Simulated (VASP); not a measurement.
# Ga (Cmce) in VASP: a series of runs

Runs on Ga. Level: PBEsol. Tasks: single point.

Everything below comes from runs of VASP 6.6.1. Logs are shortened: lines on timing, memory, paths and dates and some standing lists are left out, and cuts for length are marked.

## (1) The cell of the first run

The structure is orthorhombic, space group Cmce (No. 64). Conventional cell: a = 4.511 Å, b = 7.577 Å, c = 4.467 Å, α = 90.00°, β = 90.00°, γ = 90.00°. Ga (site symmetry m) has 7 Ga at 2.48 to 2.77 Å within 3.3 Å.

## (2) Single point, PBEsol

File INCAR:

```
ALGO = Fast
EDIFF = 1E-7
ENCUT = 520
GGA = PS
ISIF = 2
ISMEAR = 0
LASPH = T
LCHARG = F
LREAL = F
LWAVE = F
NBANDS = 34
NELM = 80
PREC = Accurate
SIGMA = 0.1
```

File KPOINTS:

```
k-points
0
Gamma
  10 10 8
```

File POSCAR:

```
Ga
1.0
    2.2557477104     -3.7885728801      0.0000000000
    2.2557477104      3.7885728801      0.0000000000
    0.0000000000      0.0000000000      4.4669466985
Ga
4
Direct
    0.6560406251      0.3439593749      0.4157759580
    0.8439593749      0.1560406251      0.9157759580
    0.3439593749      0.6560406251      0.5842240420
    0.1560406251      0.8439593749      0.0842240420
```

Potentials or basis: VASP PAW PBE potentials, release 64 (Ga_d).

On the command line:

```bash
$ cat potpaw_PBE.64/Ga_d/POTCAR > POTCAR
$ mpirun -np 1 vasp_std > vasp.out
```

OUTCAR:

```text
EDIFF = 1E-7
   ENCUT = 520
   GGA = PS
   ISIF = 2
   ISMEAR = 0
   LASPH = T
   LREAL = F
   NELM = 80
   PREC = Accurate

 ion  position               nearest neighbor table
   1  0.656  0.344  0.416-   3 2.48   2 2.65   2 2.65   4 2.70   4 2.70   3 2.77   3 2.77
   2  0.844  0.156  0.916-   4 2.48   1 2.65   1 2.65   3 2.70   3 2.70   4 2.77   4 2.77
   3  0.344  0.656  0.584-   1 2.48   4 2.65   4 2.65   2 2.70   2 2.70   1 2.77   1 2.77
   4  0.156  0.844  0.084-   2 2.48   3 2.65   3 2.65   1 2.70   1 2.70   2 2.77   2 2.77

  LATTYP: Found a base centered orthorhombic cell.
 ALAT       =     4.5114954208
 B/A-ratio  =     1.6795197719
 C/A-ratio  =     0.9901255087

  Lattice vectors:

 A1 = (   2.2557477104,  -3.7885728801,   0.0000000000)
 A2 = (   2.2557477104,   3.7885728801,   0.0000000000)
 A3 = (   0.0000000000,   0.0000000000,   4.4669466985)

Analysis of symmetry for initial positions (statically):
=====================================================================
 Subroutine PRICEL returns:
 Original cell was already a primitive cell.

 Routine SETGRP: Setting up the symmetry group for a
 base centered orthorhombic supercell.

 Subroutine GETGRP returns: Found  8 space group operations
 (whereof  4 operations were pure point group operations)
 out of a pool of  8 trial point group operations.

The static configuration has the point symmetry C_2h.
 The point group associated with its full space group is D_2h.

Analysis of symmetry for dynamics (positions and initial velocities):
=====================================================================
 Subroutine PRICEL returns:
 Original cell was already a primitive cell.

 Routine SETGRP: Setting up the symmetry group for a
 base centered orthorhombic supercell.

 Subroutine GETGRP returns: Found  8 space group operations
 (whereof  4 operations were pure point group operations)
 out of a pool of  8 trial point group operations.

The dynamic configuration has the point symmetry C_2h.
 The point group associated with its full space group is D_2h.

 Subroutine INISYM returns: Found  8 space group operations
 (whereof  4 operations are pure point group operations),
 and found     1 'primitive' translations

----------------------------------------------------------------------------------------

                                     Primitive cell

  volume of cell :      76.3496

  direct lattice vectors                    reciprocal lattice vectors
     2.255747710 -3.788572880  0.000000000     0.221655994 -0.131975817  0.000000000
     2.255747710  3.788572880  0.000000000     0.221655994  0.131975817  0.000000000
     0.000000000  0.000000000  4.466946699     0.000000000  0.000000000  0.223866562

  length of vectors
     4.409272298  4.409272298  4.466946699     0.257970920  0.257970920  0.223866562

  position of ions in fractional coordinates (direct lattice)
     0.656040625  0.343959375  0.415775958
     0.843959375  0.156040625  0.915775958
     0.343959375  0.656040625  0.584224042
     0.156040625  0.843959375  0.084224042

  ion indices of the primitive-cell ions
   primitive index   ion index
                 1           1
                 2           2
                 3           3
                 4           4

----------------------------------------------------------------------------------------

 KPOINTS: k-points

Automatic generation of k-mesh.
 Grid dimensions read from file:
 generate k-points for:   10   10    8

 Generating k-lattice:

  Cartesian coordinates                     Fractional coordinates (reciprocal lattice)
     0.022165599 -0.013197582  0.000000000     0.100000000  0.000000000  0.000000000
     0.022165599  0.013197582  0.000000000     0.000000000  0.100000000  0.000000000
     0.000000000  0.000000000  0.027983320     0.000000000  0.000000000  0.125000000

  Length of vectors
     0.025797092  0.025797092  0.027983320

  Shift w.r.t. Gamma in fractional coordinates (k-lattice)
     0.000000000  0.000000000  0.000000000

 Subroutine IBZKPT returns following result:
 ===========================================

 Found    155 irreducible k-points:

 Following reciprocal coordinates:
            Coordinates               Weight
  0.000000  0.000000  0.000000      1.000000
  0.100000  0.000000  0.000000      4.000000
  0.200000  0.000000  0.000000      4.000000
  0.300000  0.000000  0.000000      4.000000
  0.400000  0.000000  0.000000      4.000000
  0.500000  0.000000  0.000000      2.000000
[... 16 lines left out ...]
  0.300000  0.300000  0.000000      2.000000
  0.400000  0.300000  0.000000      4.000000
 [... further k-points ...]
   k-points           NKPTS =    155   k-points in BZ     NKDIM =    155   number of bands    NBANDS=     34
   number of dos      NEDOS =    301   number of ions     NIONS =      4
   total plane-waves  NPLWV =  46656
   dimension x,y,z NGX =    36 NGY =   36 NGZ =   36
   dimension x,y,z NGXF=    72 NGYF=   72 NGZF=   72
   ions per type =               4
   NGX,Y,Z   is equivalent  to a cutoff of  13.57, 13.57, 13.40 a.u.
   NGXF,Y,Z  is equivalent  to a cutoff of  27.15, 27.15, 26.80 a.u.
 SYSTEM =  unknown system
   PREC   = accura    normal or accurate (medium, high low for compatibility)
   ISTART =      0    job   : 0-new  1-cont  2-samecut
   ICHARG =      2    charge: 1-file 2-atom 10-const
   ISPIN  =      1    spin polarized calculation?
   LNONCOLLINEAR =      F non collinear calculations
   LSORBIT =      F    spin-orbit coupling
   LASPH  =      T    aspherical Exc in radial PAW
   ENCUT  =  520.0 eV  38.22 Ry    6.18 a.u.   8.20  8.20  8.31*2*pi/ulx,y,z
   NELM   =     80;   NELMIN=  2; NELMDL= -5     # of ELM steps
   EDIFF  = 0.1E-06   stopping-criterion for ELM
   LREAL  =      F    real-space projection
   EDIFFG = 0.1E-05   stopping-criterion for IOM
   NSW    =      0    number of steps for IOM
   IBRION =     -1    ionic relax: 0-MD 1-quasi-New 2-CG
   NFREE  =      0    steps in history (QN), initial steepest desc. (CG)
   ISIF   =      2    stress and relaxation
   ISYM   =      2    0-nonsym 1-usesym 2-fastsym
   POTIM  = 0.5000    time-step for ionic-motion
   TEBEG  =    0.0;   TEEND  =   0.0 temperature during run
   PSTRESS=    0.0 pullay stress
   NELECT =      52.0000    total number of electrons
   NUPDOWN=      -1.0000    fix difference up-down
   EMIN   =  10.00;   EMAX   =-10.00  energy-range for DOS
   EFERMI =   0.00;   METHOD = LEGACY
   ISMEAR =     0;   SIGMA  =   0.10  broadening in eV -4-tet -1-fermi 0-gaus
   EFERMI_NEDOS =   21; number of points for ismear=-14 and -15
   IALGO  =     68    algorithm
   IMIX   =      4    mixing-type and parameters
     AMIX     =   0.40;   BMIX     =  1.00
     AMIX_MAG =   1.60;   BMIX_MAG =  1.00
  volume/ion in A,a.u.               =      19.09       128.81
  Fermi-wavevector in a.u.,A,eV,Ry     =   1.440369  2.721902 28.227485  2.074662
  Thomas-Fermi vector in A             =   2.559120
   LORBIT       =      0    0 simple, 1 ext, 2 COOP (PROOUT), +10 PAW based schemes
   GGA     = PS    functional components
   LHFCALC =     F    Hartree Fock is set to
   AEXX    =    0.0000 exact exchange contribution
   IVDW    =     0    specifies the selected vdW correction
   LEPSILON=     F    determine dielectric tensor
   LRPA    =     F    only Hartree local field effects (RPA)
 non-spin polarized calculation
 RMM-DIIS sequential band-by-band and
 Gauss-broadening in eV      SIGMA  =   0.10
  energy-cutoff  :      520.00
  volume of cell :       76.35
 maximum number of plane-waves:      2077
 NGX is ok and might be reduce to    36
   NGX = 17   NGY = 17   NGZ = 17

 number of electron      52.0000001 magnetization

 Free energy of the ion-electron system (eV)
  ---------------------------------------------------
  ext. energy  EPLUGINS =         0.00000000
  ---------------------------------------------------
  free energy    TOTEN  =       -13.40270022 eV

  energy without entropy =      -13.39786991  energy(sigma->0) =      -13.40028507

 E-fermi :   5.0157     XC(G=0): -10.9321

 val. band max:        5.0130588502   @ k =   0.1000   0.0000   0.3750
 cond. band min:       5.0388256170   @ k =   0.0000   0.0000   0.5000
 fundamental gap:      0.0257667668
 Fermi energy:         5.0157337760

 k-point     1 :       0.0000    0.0000    0.0000
  band No.  band energies     occupation
      1     -10.0297      2.00000
      2     -10.0261      2.00000
      3      -9.9958      2.00000
      4      -9.9755      2.00000
      5      -9.9446      2.00000
      6      -9.9263      2.00000
[... 26 lines left out ...]
     33      12.1155      0.00000
     34      12.7155      0.00000

 k-point     2 :       0.1000    0.0000    0.0000
  band No.  band energies     occupation
      1     -10.0322      2.00000
      2     -10.0215      2.00000
      3      -9.9982      2.00000
      4      -9.9798      2.00000
      5      -9.9375      2.00000
      6      -9.9235      2.00000
[... 26 lines left out ...]
     33      12.1622      0.00000
     34      12.9116      0.00000

 k-point     3 :       0.2000    0.0000    0.0000
  band No.  band energies     occupation
      1     -10.0345      2.00000
      2     -10.0090      2.00000
      3     -10.0063      2.00000
      4      -9.9890      2.00000
      5      -9.9319      2.00000
      6      -9.9054      2.00000
[... 26 lines left out ...]
     33      11.5068      0.00000
     34      12.4096      0.00000
[... 704 lines left out ...]
 k-point    23 :       0.3000    0.3000    0.0000
  band No.  band energies     occupation
      1     -10.0771      2.00000
      2     -10.0292      2.00000
      3     -10.0099      2.00000
      4      -9.9642      2.00000
      5      -9.9609      2.00000
      6      -9.8790      2.00000
[... 26 lines left out ...]
     33      14.4041      0.00000
     34      15.6878      0.00000

 k-point    24 :       0.4000    0.3000    0.0000
  band No.  band energies     occupation
      1     -10.0816      2.00000
      2     -10.0410      2.00000
      3     -10.0110      2.00000
      4      -9.9554      2.00000
      5      -9.9389      2.00000
      6      -9.9143      2.00000
[... 26 lines left out ...]
     33      14.2763      0.00000
     34      14.7721      0.00000

 [... further k-points ...]
[... 5 lines left out ...]
  --------------------------------------------------------------------------------------
  -------------------------------------------------------------------------------------
  Total        0.0178009      0.0145548      0.0197283      0.0000000     -0.0000000      0.0000000
  in kB        0.3735478      0.3054293      0.4139939      0.0000000     -0.0000000      0.0000000
  external PRESSURE =       0.3643237 kB  Pullay stress =       0.0000000 kB

 VOLUME and BASIS-vectors are now :
 -----------------------------------------------------------------------------
  energy-cutoff  :      520.00
  volume of cell :       76.35
      direct lattice vectors                 reciprocal lattice vectors
     2.255747710 -3.788572880  0.000000000     0.221655994 -0.131975817  0.000000000
     2.255747710  3.788572880  0.000000000     0.221655994  0.131975817  0.000000000
     0.000000000  0.000000000  4.466946699     0.000000000  0.000000000  0.223866562

 POSITION                                       TOTAL-FORCE (eV/Angst)
 -----------------------------------------------------------------------------------
      2.25575     -1.18234      1.85725         0.000000      0.004123      0.000778
      2.25575     -2.60623      4.09072         0.000000     -0.004123      0.000778
      2.25575      1.18234      2.60970         0.000000     -0.004123     -0.000778
      2.25575      2.60623      0.37622         0.000000      0.004123     -0.000778
 -----------------------------------------------------------------------------------
    total drift:                                0.000000     -0.000000      0.000000

  FREE ENERGIE OF THE ION-ELECTRON SYSTEM (eV)
  ---------------------------------------------------
  free  energy   TOTEN  =       -13.4027002237 eV

  energy  without entropy=      -13.3978699093  energy(sigma->0) =      -13.40028507
```

It took 8.1 min on 1 thread of Intel Xeon 8259CL, shared host; peak memory 0.41 GiB.

Results:

| Item | Value |
| --- | --- |
| Free energy | -13.4027 eV |
| Pressure | 0.0 GPa |
| Largest force | 0.004 eV/Å |
| Band gap on the k mesh | zero (band 26 reaches 5.51 eV, above the bottom of band 27 at 4.03 eV) |

Forces in eV/Å, atoms in the order of the input:
```
Ga   0.000  0.004  0.001
Ga   0.000 -0.004  0.001
Ga   0.000 -0.004 -0.001
Ga   0.000  0.004 -0.001
```

Caveat: the PAW data sets were made with another functional, which shifts forces and pressure a little.

## (3) Single point, PBEsol

File INCAR:

```
ALGO = Fast ; EDIFF = 1E-6
ENCUT = 520 ; GGA = PS
ISIF = 2 ; ISMEAR = -1
LASPH = True ; LCHARG = False
LREAL = False ; LWAVE = False
NBANDS = 34 ; NELM = 60
PREC = Accurate ; SIGMA = 0.15
```

KPOINTS is that of step 2.

File POSCAR:

```
Ga
1.0
    2.2574866425     -3.7864132600      0.0000000000
    2.2574866425      3.7864132600      0.0000000000
    0.0000000000      0.0000000000      4.4719551613
Ga
4
Direct
    0.6561449723      0.3438550277      0.4150016390
    0.8438550277      0.1561449723      0.9150016390
    0.3438550277      0.6561449723      0.5849983610
    0.1561449723      0.8438550277      0.0849983610
```

Potentials or basis: VASP PAW PBE potentials, release 64 (Ga_d).

On the command line:

```bash
$ cat potpaw_PBE.64/Ga_d/POTCAR > POTCAR
$ mpirun -np 1 vasp_std > vasp.out
```

OUTCAR:

```text
EDIFF = 1E-6
   ENCUT = 520
   GGA = PS
   ISIF = 2
   ISMEAR = -1
   LASPH = True
   LREAL = False
   NELM = 60
   PREC = Accurate

 ion  position               nearest neighbor table
   1  0.656  0.344  0.415-   3 2.48   2 2.65   2 2.65   4 2.70   4 2.70   3 2.77   3 2.77
   2  0.844  0.156  0.915-   4 2.48   1 2.65   1 2.65   3 2.70   3 2.70   4 2.77   4 2.77
   3  0.344  0.656  0.585-   1 2.48   4 2.65   4 2.65   2 2.70   2 2.70   1 2.77   1 2.77
   4  0.156  0.844  0.085-   2 2.48   3 2.65   3 2.65   1 2.70   1 2.70   2 2.77   2 2.77

[... 1087 lines left out ...]
 [... further k-points ...]
[... 5 lines left out ...]
  --------------------------------------------------------------------------------------
  -------------------------------------------------------------------------------------
  Total        0.0161554      0.0004435      0.0096049      0.0000000     -0.0000000      0.0000000
  in kB        0.3385691      0.0092953      0.2012911      0.0000000     -0.0000000      0.0000000
  external PRESSURE =       0.1830518 kB  Pullay stress =       0.0000000 kB

 VOLUME and BASIS-vectors are now :
 -----------------------------------------------------------------------------
  energy-cutoff  :      520.00
  volume of cell :       76.45
      direct lattice vectors                 reciprocal lattice vectors
     2.257486642 -3.786413260  0.000000000     0.221485253 -0.132051090  0.000000000
     2.257486642  3.786413260  0.000000000     0.221485253  0.132051090  0.000000000
     0.000000000  0.000000000  4.471955161     0.000000000  0.000000000  0.223615838

 POSITION                                       TOTAL-FORCE (eV/Angst)
 -----------------------------------------------------------------------------------
      2.25749     -1.18246      1.85587         0.000000      0.004385      0.000930
      2.25749     -2.60395      4.09185         0.000000     -0.004385      0.000930
      2.25749      1.18246      2.61609         0.000000     -0.004385     -0.000930
      2.25749      2.60395      0.38011         0.000000      0.004385     -0.000930
 -----------------------------------------------------------------------------------
    total drift:                                0.000000     -0.000000     -0.000000

  FREE ENERGIE OF THE ION-ELECTRON SYSTEM (eV)
  ---------------------------------------------------
  free  energy   TOTEN  =       -13.4371499449 eV

  energy  without entropy=      -13.3626906263  energy(sigma->0) =      -13.39992029
```

OSZICAR:

```text
N       E                     dE             d eps       ncg     rms          rms(c)
DAV:   1     0.359396720964E+03    0.35940E+03   -0.25356E+04 10876   0.291E+03
DAV:   2     0.311673250175E+02   -0.32823E+03   -0.31969E+03 10812   0.538E+02
DAV:   3    -0.122361235307E+02   -0.43403E+02   -0.42873E+02 11858   0.152E+02
DAV:   4    -0.136110189942E+02   -0.13749E+01   -0.13687E+01 12282   0.304E+01
DAV:   5    -0.136395257840E+02   -0.28507E-01   -0.28498E-01 13506   0.452E+00    0.275E+00
RMM:   6    -0.134748079402E+02    0.16472E+00   -0.32753E-01 12735   0.580E+00    0.141E+00
RMM:   7    -0.134401370012E+02    0.34671E-01   -0.79790E-02 13933   0.256E+00    0.378E-01
RMM:   8    -0.134368040568E+02    0.33329E-02   -0.13097E-02 14044   0.924E-01    0.357E-02
RMM:   9    -0.134370927686E+02   -0.28871E-03   -0.31772E-03 17120   0.474E-01    0.247E-02
RMM:  10    -0.134371312263E+02   -0.38458E-04   -0.51709E-04 15156   0.191E-01    0.105E-02
RMM:  11    -0.134371482436E+02   -0.17017E-04   -0.15962E-04 17091   0.931E-02    0.626E-03
RMM:  12    -0.134371486402E+02   -0.39664E-06   -0.32999E-05 14370   0.523E-02    0.184E-03
RMM:  13    -0.134371498358E+02   -0.11956E-05   -0.12294E-05 12541   0.239E-02    0.754E-04
RMM:  14    -0.134371499449E+02   -0.10912E-06   -0.15478E-06  7387   0.126E-02
   1 F= -.13437150E+02 E0= -.13399920E+02  d E =-.744593E-01
```

It took 9.9 min on 1 thread of Intel Xeon 8259CL, shared host; peak memory 0.41 GiB.

Results:

```yaml
Free_energy: -13.4371 eV
Pressure: 0.0 GPa
Largest_force: 0.004 eV/Å
Band_gap_on_the_k_mesh: zero (band 26 reaches 5.50 eV, above the bottom of band 27 at 4.01 eV)
```

Forces on the atoms (eV/Å):
```
Ga   0.000  0.004  0.001
Ga   0.000 -0.004  0.001
Ga   0.000 -0.004 -0.001
Ga   0.000  0.004 -0.001
```

Caveat: the PAW data sets were made with another functional, which shifts forces and pressure a little.
